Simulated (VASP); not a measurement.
# SnSe2 (P-3m1) in VASP: notebook

Runs on SnSe2. Level: PBE. Tasks: single point, relaxation of the atoms.

All numbers are computed with VASP 6.6.1; they aren't measurements. Logs are shortened: lines on timing, memory, paths and dates and some standing lists are left out, and cuts for length are marked.

### Step 1. The cell of the first run

The structure is trigonal, space group P-3m1 (No. 164). The conventional cell has a = 3.861 Å, b = 3.861 Å, c = 6.217 Å, α = 90.00°, β = 90.00°, γ = 120.00°. Within 3.6 Å of Sn (site symmetry -3m) lie 6 Se at 2.74 Å. Within 3.6 Å of Se (site symmetry 3m) lie 3 Sn at 2.74 Å.

### Step 2. Single point, PBE (26.76 Å³/atom)

File INCAR:

```
ALGO = Normal
EDIFF = 1E-7
ENCUT = 520
GGA = PE
ISIF = 2
ISMEAR = -1
LASPH = True
LCHARG = False
LREAL = False
LWAVE = False
NBANDS = 20
NELM = 80
PREC = Accurate
SIGMA = 0.02
```

File KPOINTS:

```
k-points
0
Gamma
  13 13 7
```

File POSCAR:

```
SnSe2
1.0
    3.8611504880      0.0000000000      0.0000000000
   -1.9305752440      3.3438544104      0.0000000000
    0.0000000000      0.0000000000      6.2167461018
Sn Se
1 2
Direct
    0.0000000000      0.0000000000      0.0000000000
    0.3333333333      0.6666666667      0.2560405703
    0.6666666667      0.3333333333      0.7439594297
```

Potentials or basis: VASP PAW PBE potentials, release 64 (Sn_d, Se).

Run with:

```
$ cat potpaw_PBE.64/Sn_d/POTCAR potpaw_PBE.64/Se/POTCAR > POTCAR
$ mpirun -np 1 vasp_std > vasp.out
```

OUTCAR:

```text
EDIFF = 1E-7
   ENCUT = 520
   GGA = PE
   ISIF = 2
   ISMEAR = -1
   LASPH = True
   LREAL = False
   NELM = 80
   PREC = Accurate

 ion  position               nearest neighbor table
   1  0.000  0.000  0.000-   2 2.74   3 2.74   2 2.74   3 2.74   3 2.74   2 2.74
   2  0.333  0.667  0.256-   1 2.74   1 2.74   1 2.74
   3  0.667  0.333  0.744-   1 2.74   1 2.74   1 2.74

  LATTYP: Found a hexagonal cell.
 ALAT       =     3.8611504880
 C/A-ratio  =     1.6100760955

  Lattice vectors:

 A1 = (   3.8611504880,   0.0000000000,   0.0000000000)
 A2 = (  -1.9305752440,   3.3438544104,   0.0000000000)
 A3 = (   0.0000000000,   0.0000000000,   6.2167461018)

Analysis of symmetry for initial positions (statically):
=====================================================================
 Subroutine PRICEL returns:
 Original cell was already a primitive cell.

 Routine SETGRP: Setting up the symmetry group for a
 hexagonal supercell.

 Subroutine GETGRP returns: Found 12 space group operations
 (whereof 12 operations were pure point group operations)
 out of a pool of 24 trial point group operations.

The static configuration has the point symmetry D_3d.

Analysis of symmetry for dynamics (positions and initial velocities):
=====================================================================
 Subroutine PRICEL returns:
 Original cell was already a primitive cell.

 Routine SETGRP: Setting up the symmetry group for a
 hexagonal supercell.

 Subroutine GETGRP returns: Found 12 space group operations
 (whereof 12 operations were pure point group operations)
 out of a pool of 24 trial point group operations.

The dynamic configuration has the point symmetry D_3d.

 Subroutine INISYM returns: Found 12 space group operations
 (whereof 12 operations are pure point group operations),
 and found     1 'primitive' translations

----------------------------------------------------------------------------------------

                                     Primitive cell

  volume of cell :      80.2652

  direct lattice vectors                    reciprocal lattice vectors
     3.861150488  0.000000000  0.000000000     0.258990164  0.149528041  0.000000000
    -1.930575244  3.343854410  0.000000000     0.000000000  0.299056082  0.000000000
     0.000000000  0.000000000  6.216746102     0.000000000  0.000000000  0.160855853

  length of vectors
     3.861150488  3.861150488  6.216746102     0.299056082  0.299056082  0.160855853

  position of ions in fractional coordinates (direct lattice)
     0.000000000  0.000000000  0.000000000
     0.333333333  0.666666667  0.256040570
     0.666666667  0.333333333  0.743959430

  ion indices of the primitive-cell ions
   primitive index   ion index
                 1           1
                 2           2
                 3           3

----------------------------------------------------------------------------------------

 KPOINTS: k-points

Automatic generation of k-mesh.
 Grid dimensions read from file:
 generate k-points for:   13   13    7

 Generating k-lattice:

  Cartesian coordinates                     Fractional coordinates (reciprocal lattice)
     0.019922320  0.011502157  0.000000000     0.076923077 -0.000000000  0.000000000
     0.000000000  0.023004314  0.000000000     0.000000000  0.076923077  0.000000000
     0.000000000  0.000000000  0.022979408     0.000000000  0.000000000  0.142857143

  Length of vectors
     0.023004314  0.023004314  0.022979408

  Shift w.r.t. Gamma in fractional coordinates (k-lattice)
     0.000000000  0.000000000  0.000000000

 Subroutine IBZKPT returns following result:
 ===========================================

 Found    126 irreducible k-points:

 Following reciprocal coordinates:
            Coordinates               Weight
  0.000000  0.000000  0.000000      1.000000
  0.076923 -0.000000  0.000000      6.000000
  0.153846  0.000000  0.000000      6.000000
  0.230769  0.000000  0.000000      6.000000
  0.307692  0.000000  0.000000      6.000000
  0.384615  0.000000  0.000000      6.000000
[... 16 lines left out ...]
  0.076923 -0.000000  0.142857      6.000000
  0.000000  0.076923  0.142857      6.000000
 [... further k-points ...]
   k-points           NKPTS =    126   k-points in BZ     NKDIM =    126   number of bands    NBANDS=     20
   number of dos      NEDOS =    301   number of ions     NIONS =      3
   total plane-waves  NPLWV =  43200
   dimension x,y,z NGX =    30 NGY =   30 NGZ =   48
   dimension x,y,z NGXF=    60 NGYF=   60 NGZF=   96
   ions per type =               1   2
   NGX,Y,Z   is equivalent  to a cutoff of  12.92, 12.92, 12.84 a.u.
   NGXF,Y,Z  is equivalent  to a cutoff of  25.83, 25.83, 25.67 a.u.
 SYSTEM =  unknown system
   PREC   = accura    normal or accurate (medium, high low for compatibility)
   ISTART =      0    job   : 0-new  1-cont  2-samecut
   ICHARG =      2    charge: 1-file 2-atom 10-const
   ISPIN  =      1    spin polarized calculation?
   LNONCOLLINEAR =      F non collinear calculations
   LSORBIT =      F    spin-orbit coupling
   LASPH  =      T    aspherical Exc in radial PAW
   ENCUT  =  520.0 eV  38.22 Ry    6.18 a.u.   7.18  7.18 11.56*2*pi/ulx,y,z
   NELM   =     80;   NELMIN=  2; NELMDL= -5     # of ELM steps
   EDIFF  = 0.1E-06   stopping-criterion for ELM
   LREAL  =      F    real-space projection
   EDIFFG = 0.1E-05   stopping-criterion for IOM
   NSW    =      0    number of steps for IOM
   IBRION =     -1    ionic relax: 0-MD 1-quasi-New 2-CG
   NFREE  =      0    steps in history (QN), initial steepest desc. (CG)
   ISIF   =      2    stress and relaxation
   ISYM   =      2    0-nonsym 1-usesym 2-fastsym
   POTIM  = 0.5000    time-step for ionic-motion
   TEBEG  =    0.0;   TEEND  =   0.0 temperature during run
   PSTRESS=    0.0 pullay stress
   NELECT =      26.0000    total number of electrons
   NUPDOWN=      -1.0000    fix difference up-down
   EMIN   =  10.00;   EMAX   =-10.00  energy-range for DOS
   EFERMI =   0.00;   METHOD = LEGACY
   ISMEAR =    -1;   SIGMA  =   0.02  broadening in eV -4-tet -1-fermi 0-gaus
   EFERMI_NEDOS =   21; number of points for ismear=-14 and -15
   IALGO  =     38    algorithm
   IMIX   =      4    mixing-type and parameters
     AMIX     =   0.40;   BMIX     =  1.00
     AMIX_MAG =   1.60;   BMIX_MAG =  1.00
  volume/ion in A,a.u.               =      26.76       180.55
  Fermi-wavevector in a.u.,A,eV,Ry     =   1.124321  2.124658 17.199084  1.264097
  Thomas-Fermi vector in A             =   2.260992
   LORBIT       =      0    0 simple, 1 ext, 2 COOP (PROOUT), +10 PAW based schemes
   GGA     = PE    functional components
   LHFCALC =     F    Hartree Fock is set to
   AEXX    =    0.0000 exact exchange contribution
   IVDW    =     0    specifies the selected vdW correction
   LEPSILON=     F    determine dielectric tensor
   LRPA    =     F    only Hartree local field effects (RPA)
 non-spin polarized calculation
  energy-cutoff  :      520.00
  volume of cell :       80.27
 maximum number of plane-waves:      2180
 NGX is ok and might be reduce to    30
   NGX = 15   NGY = 15   NGZ = 23

 number of electron      25.9999987 magnetization

 Free energy of the ion-electron system (eV)
  ---------------------------------------------------
  ext. energy  EPLUGINS =         0.00000000
  ---------------------------------------------------
  free energy    TOTEN  =       -11.84618158 eV

  energy without entropy =      -11.84618157  energy(sigma->0) =      -11.84618157

 E-fermi :   4.0998     XC(G=0):  -9.3142

 val. band max:        3.8153619603   @ k =   0.0769   0.0769   0.0000
 cond. band min:       4.3818064433   @ k =   0.0000   0.4615   0.2857
 fundamental gap:      0.5664444830
 Fermi energy:         4.0998401526

 k-point     1 :       0.0000    0.0000    0.0000
  band No.  band energies     occupation
      1     -17.4355      2.00000
      2     -17.4355      2.00000
      3     -17.4033      2.00000
      4     -17.3929      2.00000
      5     -17.3929      2.00000
      6      -9.8328      2.00000
[... 12 lines left out ...]
     19      12.7409      0.00000
     20      12.7409      0.00000

 k-point     2 :       0.0769   -0.0000    0.0000
  band No.  band energies     occupation
      1     -17.4375      2.00000
      2     -17.4335      2.00000
      3     -17.4019      2.00000
      4     -17.3943      2.00000
      5     -17.3928      2.00000
      6      -9.7778      2.00000
[... 12 lines left out ...]
     19      12.1090      0.00000
     20      12.8114      0.00000

 k-point     3 :       0.1538    0.0000    0.0000
  band No.  band energies     occupation
      1     -17.4438      2.00000
      2     -17.4283      2.00000
      3     -17.3995      2.00000
      4     -17.3959      2.00000
      5     -17.3920      2.00000
      6      -9.6162      2.00000
[... 12 lines left out ...]
     19      12.0153      0.00000
     20      12.9633      0.00000

 k-point     4 :       0.2308    0.0000    0.0000
  band No.  band energies     occupation
      1     -17.4535      2.00000
      2     -17.4224      2.00000
      3     -17.4033      2.00000
      4     -17.3901      2.00000
      5     -17.3896      2.00000
      6      -9.3592      2.00000
[... 12 lines left out ...]
     19      11.9276      0.00000
     20      13.3151      0.00000

 k-point     5 :       0.3077    0.0000    0.0000
  band No.  band energies     occupation
      1     -17.4645      2.00000
      2     -17.4183      2.00000
      3     -17.4077      2.00000
      4     -17.3847      2.00000
      5     -17.3830      2.00000
      6      -9.0307      2.00000
[... 12 lines left out ...]
     19      12.4565      0.00000
     20      13.4700      0.00000
[... 353 lines left out ...]
      6      -8.0565      2.00000
[... 12 lines left out ...]
     19      11.8769      0.00000
     20      12.7857      0.00000

 k-point    22 :       0.0000    0.0000    0.1429
  band No.  band energies     occupation
      1     -17.4355      2.00000
      2     -17.4355      2.00000
      3     -17.4033      2.00000
      4     -17.3929      2.00000
      5     -17.3929      2.00000
      6      -9.8018      2.00000
[... 12 lines left out ...]
     19      12.5966      0.00000
     20      12.5972      0.00000

 k-point    23 :       0.0769   -0.0000    0.1429
  band No.  band energies     occupation
      1     -17.4375      2.00000
      2     -17.4335      2.00000
      3     -17.4019      2.00000
      4     -17.3943      2.00000
      5     -17.3928      2.00000
      6      -9.7470      2.00000
[... 12 lines left out ...]
     19      12.1009      0.00000
     20      12.8244      0.00000

 k-point    24 :       0.0000    0.0769    0.1429
  band No.  band energies     occupation
      1     -17.4375      2.00000
      2     -17.4335      2.00000
      3     -17.4019      2.00000
      4     -17.3943      2.00000
      5     -17.3928      2.00000
      6      -9.7470      2.00000
[... 12 lines left out ...]
     19      11.9759      0.00000
     20      12.5701      0.00000

 [... further k-points ...]

------------------------ aborting loop because EDIFF is reached ----------------------------------------

  FORCE on cell =-STRESS in cart. coord.  units (eV):
  Direction    XX          YY          ZZ          XY          YZ          ZX
  --------------------------------------------------------------------------------------
  -------------------------------------------------------------------------------------
  Total        0.5476767      0.5476767      0.6642222      0.0000000      0.0000000      0.0000000
  in kB       10.9322018     10.9322018     13.2585721      0.0000000      0.0000000      0.0000000
  external PRESSURE =      11.7076586 kB  Pullay stress =       0.0000000 kB

 VOLUME and BASIS-vectors are now :
 -----------------------------------------------------------------------------
  energy-cutoff  :      520.00
  volume of cell :       80.27
      direct lattice vectors                 reciprocal lattice vectors
     3.861150488  0.000000000  0.000000000     0.258990164  0.149528041  0.000000000
    -1.930575244  3.343854410  0.000000000     0.000000000  0.299056082  0.000000000
     0.000000000  0.000000000  6.216746102     0.000000000  0.000000000  0.160855853

 POSITION                                       TOTAL-FORCE (eV/Angst)
 -----------------------------------------------------------------------------------
      0.00000      0.00000      0.00000         0.000000      0.000000      0.000000
     -0.00000      2.22924      1.59174         0.000000     -0.000000      0.014318
      1.93058      1.11462      4.62501        -0.000000      0.000000     -0.014318
 -----------------------------------------------------------------------------------
    total drift:                                0.000000     -0.000000      0.000000

  FREE ENERGIE OF THE ION-ELECTRON SYSTEM (eV)
  ---------------------------------------------------
  free  energy   TOTEN  =       -11.8461815756 eV

  energy  without entropy=      -11.8461815695  energy(sigma->0) =      -11.84618157
```

Wall time 93 s (1 thread of Intel Xeon 6975P-C (Granite Rapids), shared host); peak memory 0.34 GiB.

What came out:

- Free energy: -11.8462 eV
- Pressure: 1.2 GPa
- Largest force: 0.014 eV/Å
- Band gap on the k mesh: 0.57 eV (least direct gap 0.94 eV)

Forces in eV/Å, atoms in the order of the input:
```
Sn   0.000  0.000  0.000
Se   0.000  0.000  0.014
Se   0.000  0.000 -0.014
```

Levels at points of the mesh, in eV from the valence-band top:
| k point | band 11 | band 12 | band 13 | band 14 | band 15 | band 16 |
| --- | --- | --- | --- | --- | --- | --- |
| (0.00, 0.00, 0.00) | -0.36 | -0.36 | -0.13 | 0.81 | 2.99 | 4.54 |

Caveat: spin-orbit coupling is left out, which moves the levels of the heavy elements; an odd mesh through Γ misses points on the zone boundary, where band edges can lie; this functional lacks dispersion, which binds the layers, so the pressure and a relaxed spacing across them are unreliable.

### Step 3. Single point, PBE (27.27 Å³/atom)

This run uses another cell than the first one, of 27.27 Å³/atom.

File INCAR:

```
SYSTEM = SnSe2
PREC = Accurate
ENCUT = 520
EDIFF = 1E-6
ISMEAR = -1
SIGMA = 0.02
LREAL = .False.
LASPH = .True.
NELM = 100
ALGO = Normal
ISIF = 2
LWAVE = .False.
LCHARG = .False.
GGA = PE
NBANDS = 20
```

File KPOINTS:

```
regular mesh
0
Gamma
  13 13 7
  0 0 0
```

File POSCAR:

```
SnSe2
1.0
    3.8857444662      0.0000000000      0.0000000000
   -1.9428722331      3.3651534204      0.0000000000
    0.0000000000      0.0000000000      6.2563442784
Sn Se
1 2
Direct
    0.0000000000      0.0000000000      0.0000000000
    0.3333333333      0.6666666667      0.2532989768
    0.6666666667      0.3333333333      0.7467010232
```

Potentials or basis: VASP PAW PBE potentials, release 64 (Sn_d, Se).

Run with:

```
$ cat potpaw_PBE.64/Sn_d/POTCAR potpaw_PBE.64/Se/POTCAR > POTCAR
$ mpirun -np 1 vasp_std > vasp.out
```

Run time: 82 s. Hardware: 1 thread of Intel Xeon 6975P-C (Granite Rapids), shared host; peak memory 0.34 GiB.

It converged, with:

```yaml
Free_energy: -11.8539 eV
Pressure: 0.5 GPa
Largest_force: 0.018 eV/Å
Band_gap_on_the_k_mesh: 0.58 eV (least direct gap 0.87 eV)
```

Forces in eV/Å, atoms in the order of the input:
```
Sn   0.000  0.000  0.000
Se   0.000  0.000  0.018
Se   0.000  0.000 -0.018
```

Stress tensor (GPa, compression positive):
```
0.26 0.00 0.00
0.00 0.26 0.00
0.00 0.00 1.06
```

Levels at points of the mesh, in eV from the valence-band top:
| k point | band 9 | band 10 | band 11 | band 12 | band 13 | band 14 | band 15 | band 16 | band 17 | band 18 |
| --- | --- | --- | --- | --- | --- | --- | --- | --- | --- | --- |
| (0.00, 0.00, 0.00) | -0.62 | -0.62 | -0.37 | -0.37 | -0.10 | 0.76 | 2.94 | 4.50 | 4.50 | 8.03 |

Caveat: spin-orbit coupling is left out, which moves the levels of the heavy elements; an odd mesh through Γ misses points on the zone boundary, where band edges can lie; this functional lacks dispersion, which binds the layers, so the pressure and a relaxed spacing across them are unreliable.

### Step 4. Relaxation of the atoms, PBE

This run uses another cell than the first one, of 25.73 Å³/atom.

File INCAR:

```
PREC     = Accurate       # precision mode
ENCUT    = 520            # plane-wave cutoff, eV
EDIFF    = 1E-6           # SCF threshold, eV
ISMEAR   = -1             # smearing method
SIGMA    = 0.02           # smearing width, eV
LREAL    = F              # projectors in reciprocal space
LASPH    = T              # aspherical terms in the spheres
NELM     = 60             # most SCF steps
ALGO     = Normal         # electronic algorithm
ISIF     = 2              # what is computed and relaxed
LWAVE    = F              # write WAVECAR
LCHARG   = F              # write CHGCAR
GGA      = PE             # functional
IBRION   = 2              # ionic algorithm
NSW      = 80             # ionic steps
EDIFFG   = -0.02          # ionic threshold
KPAR     = 4
```

File KPOINTS:

```
regular mesh
0
Gamma
  13 13 7
```

File POSCAR:

```
SnSe2
1.0
    3.8110000000      0.0000000000      0.0000000000
   -1.9055000000      3.3004228138      0.0000000000
    0.0000000000      0.0000000000      6.1360000000
Sn Se
1 2
Direct
    0.0000000000      0.0000000000      0.0000000000
    0.3333333333      0.6666666667      0.2490000000
    0.6666666667      0.3333333333      0.7510000000
```

Run with:

```
$ cat potpaw_PBE.64/Sn_d/POTCAR potpaw_PBE.64/Se/POTCAR > POTCAR
$ mpirun -np 4 vasp_std > vasp.out
```

It took 65 s on 4 MPI ranks of Intel Xeon Platinum 8375C at 2.90GHz (Ice Lake), shared host; peak memory 0.32 GiB.

The run converged. Its results:

| Quantity | Value |
| --- | --- |
| Free energy | -11.8097 eV |
| Energy gained by relaxing | 20.5 meV/atom |
| Ionic steps | 3 |
| Pressure after relaxing | 2.7 GPa |
| Largest force after relaxing | 0.003 eV/Å |
| Band gap on the k mesh | 0.52 eV (least direct gap 1.08 eV) |

Forces on the atoms (eV/Å):
```
Sn   0.000  0.000  0.000
Se   0.000  0.000 -0.003
Se   0.000  0.000  0.003
```

Stress tensor (GPa, compression positive):
```
3.04 0.00 0.00
0.00 3.04 0.00
0.00 0.00 2.02
```

The path:
| step | energy change (eV) | largest force (eV/Å) | pressure (GPa) |
| --- | --- | --- | --- |
| 1 | 0.0000 | 0.8065 | 5.61 |
| 2 | -0.0465 | 0.3925 | 4.11 |
| 3 | -0.0616 | 0.0034 | 2.70 |

Final structure:
```xyz
3
Lattice="3.8110 0.0000 0.0000 -1.9055 3.3004 0.0000 0.0000 0.0000 6.1360" Properties=species:S:1:pos:R:3 pbc="T T T"
Sn    0.0000    0.0000    0.0000
Se    0.0000    2.2003    1.6063
Se    1.9055    1.1001    4.5297
```

Levels at points of the mesh, in eV from the valence-band top:
```
           k point  band 10  band 11  band 12  band 13  band 14  band 15  band 16  band 17
(0.00, 0.00, 0.00)    -0.56    -0.36    -0.36    -0.18     0.90     3.10     4.63     4.63
```

Caveat: spin-orbit coupling is left out, which moves the levels of the heavy elements; an odd mesh through Γ misses points on the zone boundary, where band edges can lie; this functional lacks dispersion, which binds the layers, so the pressure and a relaxed spacing across them are unreliable.

### Step 5. The runs side by side

```tsv
task	cell	gap on the mesh (eV)	pressure (GPa)	largest force (eV/Å)
single point	a = 3.861, b = 3.861, c = 6.217 Å, angles 90.0, 90.0, 120.0°, 3 atoms, atomic positions A	0.57	1.2	0.01
single point	a = 3.886, b = 3.886, c = 6.256 Å, angles 90.0, 90.0, 120.0°, 3 atoms, atomic positions B	0.58	0.5	0.02
relaxation of the atoms	atoms relaxed from a = 3.811, b = 3.811, c = 6.136 Å, angles 90.0, 90.0, 120.0°, 3 atoms, atomic positions C	0.52	2.7	-
```

Alike in all rows: level PBE; potentials or basis VASP PAW PBE potentials, release 64 (Sn_d, Se); no spin polarisation; k mesh 13 × 13 × 7; cutoff (eV) 520; smearing fermi-dirac 0.02 eV.

Caveats: spin-orbit coupling is left out, which moves the levels of the heavy elements; an odd mesh through Γ misses points on the zone boundary, where band edges can lie; this functional lacks dispersion, which binds the layers, so the pressure and a relaxed spacing across them are unreliable.

Total energies depend on the potentials used, so only differences within one code and one set of settings carry meaning.
